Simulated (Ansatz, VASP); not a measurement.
## W: VASP beside Ansatz

The input INCAR:

```
PREC = Accurate ; ENCUT = 520
EDIFF = 1E-6 ; ISMEAR = -1
SIGMA = 0.1 ; LREAL = False
LASPH = True ; NELM = 100
ALGO = Normal ; ISIF = 2
LWAVE = False ; LCHARG = False
GGA = RP ; NBANDS = 13
```

KPOINTS

```
Automatic mesh
0
Gamma
  13 13 13
```

The input POSCAR:

```
W
1.0
    2.5774386506      0.0000000000      0.0000000000
    0.0000000000      2.5774386506      0.0000000000
    0.0000000000      0.0000000000      2.5774386506
W
1
Direct
    0.0000000000      0.0000000000      0.0000000000
```

Input for Ansatz:

```yaml
crystal:
  lattice:
    - [2.5774386506, 0.0, 0.0]
    - [0.0, 2.5774386506, 0.0]
    - [0.0, 0.0, 2.5774386506]
  atoms:
    - { symbol: W, position: [0.0, 0.0, 0.0] }
hamiltonian:
  xc: rpbe
  pseudopotentials:
    kind: paw
    azcp:
      W: "pseudopotentials/W.paw.azcp"
basis:
  ecutwfc: 420
  fft_grid_basis: typed
kpoints:
  mp_grid: { grid: [13, 13, 13], shift: [0, 0, 0] }
magnetization:
  spin_polarized: false
scf:
  occupations: { method: fermi_dirac, width: 0.1 }
  lower_state_search: "off"
output:
  stress: true
  write_density: true
  write_potential: true
  elf: true
  volumetric_format: npy
```

Alike in both runs: task single point; functional RPBE; k mesh 13 × 13 × 13; occupations fermi-dirac, width 0.1 eV; no spin polarisation.

|  | VASP | Ansatz |
| --- | --- | --- |
| version | VASP 6.6.1 | Ansatz 0.2.0 |
| potentials or method | VASP PAW PBE potentials, release 64 (W_sv), cutoff 520 eV | plane waves (420 eV) with PAW, scalar-relativistic |
| valence electrons in the cell | 14 | 14 |

|  | VASP | Ansatz | Ansatz less VASP |
| --- | --- | --- | --- |
| pressure (GPa) | 20.5 | 19.6 | -0.90 |

VASP's potentials were made for PBE, not for RPBE.

Spin-orbit coupling is off throughout.
